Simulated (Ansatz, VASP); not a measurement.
**InGaSe in VASP and in Ansatz**

```xyz
6
Lattice="5.2241 0.0000 0.0000 -2.6121 4.5242 0.0000 0.0000 0.0000 6.5416" Properties=species:S:1:pos:R:3 pbc="T T T"
In    0.0000    3.0162    4.9532
In    2.6121    1.5081    1.6824
Ga    0.0000    0.0000    3.5918
Ga    0.0000    0.0000    6.8626
Se    2.6121    1.5081    4.5854
Se    0.0000    3.0162    1.3146
```

Change from the starting cell: species swapped into the PrAgPb type (P6_3mc, No. 186).

Alike in both runs: functional PBE; k mesh 6 × 6 × 2; occupations gaussian, width 0.1 eV; no spin polarisation.

Ansatz relaxed the structure, and its values are those at the end. VASP's run is a single point on that final structure, the one shown.

```csv
,VASP,Ansatz
version,VASP 6.6.1,Ansatz 0.2.0
potentials or method,"VASP PAW PBE potentials, release 64 (In_d, Ga_d, Se), cutoff 520 eV","scalar-relativistic, plane waves, PAW"
valence electrons in the cell,64,84
```

```csv
,VASP,Ansatz,Ansatz less VASP
gap on the k mesh at the Fermi level (eV),none,none,-
pressure (GPa),0.0,0.0,-0.03
rms of the force components (eV/Å),0.006,0.008,+0.0020
```

A gap of «none» marks a metal or a gap that the smearing closes. VASP's potentials hold 64 valence electrons a cell and Ansatz's 84, so a difference there can come from the potentials and not from the codes.

The k mesh is coarse, so the values compare programs but aren't converged.
